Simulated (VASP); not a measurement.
# PtSe2 (P-3m1) in VASP: a series of runs, part 2 of 2

VASP 6.6.1. The steps go on from the part before.

## Step 5: Single point, PBEsol+D3(BJ) (normal strain along x -0.0750, normal strain along y -0.0750)

File INCAR:

```
SYSTEM = PtSe2
ALGO     = Normal         ! electronic algorithm
EDIFF    = 1E-6           ! SCF threshold, eV
ENCUT    = 520            ! plane-wave cutoff, eV
GGA      = PS             ! functional
ISIF     = 2              ! what is computed and relaxed
ISMEAR   = 0              ! smearing method
IVDW     = 12             ! dispersion correction
LASPH    = .True.         ! aspherical terms in the spheres
LCHARG   = .True.         ! write CHGCAR
LELF     = .True.         ! ELF
LREAL    = .False.        ! projectors in reciprocal space
LVHAR    = .True.       
LWAVE    = .False.        ! write WAVECAR
NBANDS   = 18             ! bands
NELM     = 60             ! most SCF steps
PREC     = Accurate       ! precision mode
SIGMA    = 0.15           ! smearing width, eV
```

File KPOINTS:

```
k-points
0
Gamma
  12 12 8
  0 0 0
```

File POSCAR:

```
PtSe2
1.0
    3.4584497593      0.0000000000      0.0000000000
   -1.7292248796      2.9951053492      0.0000000000
    0.0000000000      0.0000000000      4.6296715343
Pt Se
1 2
Direct
    0.0000000000      0.0000000000      0.0000000000
    0.3333333333      0.6666666667      0.2721511594
    0.6666666667      0.3333333333      0.7278488406
```

Potentials or basis: VASP PAW PBE potentials, release 64 (Pt, Se).

Command:

```sh
> cat potpaw_PBE.64/Pt/POTCAR potpaw_PBE.64/Se/POTCAR > POTCAR
> mpirun -np 1 vasp_std > vasp.out
```

OUTCAR:

```text
SYSTEM = PtSe2
   EDIFF = 1E-6
   ENCUT = 520
   GGA = PS
   ISIF = 2
   ISMEAR = 0
   IVDW = 12
   LASPH = .True.
   LREAL = .False.
   NELM = 60
   PREC = Accurate
 IVDW          = 12

 ion  position               nearest neighbor table
   1  0.000  0.000  0.000-   2 2.36   3 2.36   2 2.36   3 2.36   3 2.36   2 2.36
   2  0.333  0.667  0.272-   1 2.36   1 2.36   1 2.36
   3  0.667  0.333  0.728-   1 2.36   1 2.36   1 2.36

  LATTYP: Found a hexagonal cell.
 ALAT       =     3.4584497593
 C/A-ratio  =     1.3386551364

  Lattice vectors:

 A1 = (   3.4584497593,   0.0000000000,   0.0000000000)
 A2 = (  -1.7292248796,   2.9951053492,   0.0000000000)
 A3 = (   0.0000000000,   0.0000000000,   4.6296715343)

Analysis of symmetry for initial positions (statically):
=====================================================================
 Subroutine PRICEL returns:
 Original cell was already a primitive cell.

 Routine SETGRP: Setting up the symmetry group for a
 hexagonal supercell.

 Subroutine GETGRP returns: Found 12 space group operations
 (whereof 12 operations were pure point group operations)
 out of a pool of 24 trial point group operations.

[... 166 lines left out ...]

 val. band max:        9.9969075895   @ k =   0.3333   0.2500   0.0000
 cond. band min:      10.0184680433   @ k =   0.0000   0.2500   0.2500
 fundamental gap:      0.0215604538
 Fermi energy:        10.0156244037

 k-point     1 :       0.0000    0.0000    0.0000
  band No.  band energies     occupation
      1      -7.9527      2.00000
      2      -3.5405      2.00000
      3       0.4633      2.00000
      4       1.9838      2.00000
      5       1.9838      2.00000
      6       4.7786      2.00000
[... 481 lines left out ...]
      5       2.5485      2.00000
      6       4.0389      2.00000
[... 10 lines left out ...]
     17      18.9685      0.00000
     18      19.1211      0.00000

 [... further k-points ...]

------------------------ aborting loop because EDIFF is reached ----------------------------------------

 Edisp (eV)   -1.63588

 E8    (eV) :    -1.0656

  FORCE on cell =-STRESS in cart. coord.  units (eV):
  Direction    XX          YY          ZZ          XY          YZ          ZX
  --------------------------------------------------------------------------------------
  -------------------------------------------------------------------------------------
  Total      13.19102    13.19102     8.01738     0.00000     0.00000     0.00000
  in kB     440.70229   440.70229   267.85469     0.00000     0.00000     0.00000
  external pressure =      383.09 kB  Pullay stress =        0.00 kB

 VOLUME and BASIS-vectors are now :
 -----------------------------------------------------------------------------
  energy-cutoff  :      520.00
  volume of cell :       47.96
      direct lattice vectors                 reciprocal lattice vectors
     3.458449759  0.000000000  0.000000000     0.289146892  0.166939036  0.000000000
    -1.729224880  2.995105349  0.000000000     0.000000000  0.333878072  0.000000000
     0.000000000  0.000000000  4.629671534     0.000000000  0.000000000  0.215998045

 POSITION                                       TOTAL-FORCE (eV/Angst)
 -----------------------------------------------------------------------------------
      0.00000      0.00000      0.00000        -0.000000      0.000000      0.000000
     -0.00000      1.99674      1.25997         0.000000      0.000000      2.398355
      1.72922      0.99837      3.36970         0.000000      0.000000     -2.398355
 -----------------------------------------------------------------------------------
    total drift:                               -0.000000     -0.000000     -0.000000

  FREE ENERGIE OF THE ION-ELECTRON SYSTEM (eV)
  ---------------------------------------------------
  free  energy   TOTEN  =       -16.2964565554 eV

  energy  without entropy=      -16.2867959579  energy(sigma->0) =      -16.29162626
```

OSZICAR:

```text
N       E                     dE             d eps       ncg     rms          rms(c)
DAV:   1     0.113967434474E+03    0.11397E+03   -0.10520E+04  4796   0.111E+03
DAV:   2    -0.106031626609E+02   -0.12457E+03   -0.12042E+03  5778   0.227E+02
DAV:   3    -0.154559395965E+02   -0.48528E+01   -0.48021E+01  5662   0.437E+01
DAV:   4    -0.154880132766E+02   -0.32074E-01   -0.32060E-01  5862   0.382E+00
DAV:   5    -0.154882533673E+02   -0.24009E-03   -0.24008E-03  5506   0.335E-01    0.203E+01
DAV:   6    -0.148094004312E+02    0.67885E+00   -0.30751E+00  4918   0.169E+01    0.114E+01
DAV:   7    -0.147003345640E+02    0.10907E+00   -0.59644E-01  4832   0.787E+00    0.540E+00
DAV:   8    -0.146614562934E+02    0.38878E-01   -0.47737E-02  5170   0.227E+00    0.728E-01
DAV:   9    -0.146606129472E+02    0.84335E-03   -0.68378E-03  5202   0.677E-01    0.159E-01
DAV:  10    -0.146605864708E+02    0.26476E-04   -0.72862E-04  5448   0.228E-01    0.751E-02
DAV:  11    -0.146605814215E+02    0.50492E-05   -0.51367E-05  5318   0.688E-02    0.335E-02
DAV:  12    -0.146605804266E+02    0.99492E-06   -0.90959E-06  5132   0.268E-02
   1 F= -.16296457E+02 E0= -.16291626E+02  d E =-.966060E-02
```

Wall time 92 s (1 thread of AMD EPYC 9R45 (Zen 5), shared host); peak memory 0.23 GiB.

What came out:

* Free energy: -16.2965 eV
* Pressure: 38.3 GPa
* Largest force: 2.398 eV/Å
* Band gap on the k mesh: zero (band 11 reaches 10.95 eV, above the bottom of band 12 at 9.93 eV)
* Dispersion energy per atom: -0.545 eV

Forces in eV/Å, atoms in the order of the input:
```
Pt   0.000  0.000  0.000
Se   0.000  0.000  2.398
Se   0.000  0.000 -2.398
```

Caveat: the cell differs from its parent crystal (normal strain along x -0.0750, normal strain along y -0.0750); the PAW data sets were made with another functional, which shifts forces and pressure a little; spin-orbit coupling is left out, which moves the levels of the heavy elements; pairwise dispersion overbinds metals, which lowers pressure and volume.

## Step 6: Overview

```tsv
cell	gap on the mesh (eV)	pressure (GPa)	largest force (eV/Å)
a = 3.178, b = 3.178, c = 4.630 Å, angles 90.0, 90.0, 120.0°, 3 atoms	none	119.9	7.25
a = 4.019, b = 4.019, c = 4.630 Å, angles 90.0, 90.0, 120.0°, 3 atoms	none	-16.0	1.02
a = 4.300, b = 4.300, c = 4.630 Å, angles 90.0, 90.0, 120.0°, 3 atoms	none	-21.5	1.36
a = 3.458, b = 3.458, c = 4.630 Å, angles 90.0, 90.0, 120.0°, 3 atoms	none	38.3	2.40
```

Alike in all rows: task single point; level PBEsol+D3(BJ); potentials or basis VASP PAW PBE potentials, release 64 (Pt, Se); no spin polarisation; k mesh 12 × 12 × 8; cutoff (eV) 520; smearing gaussian 0.15 eV.

Caveats: the PAW data sets were made with another functional, which shifts forces and pressure a little; spin-orbit coupling is left out, which moves the levels of the heavy elements; pairwise dispersion overbinds metals, which lowers pressure and volume.

Absolute energies hang on the potentials; compare differences alone.
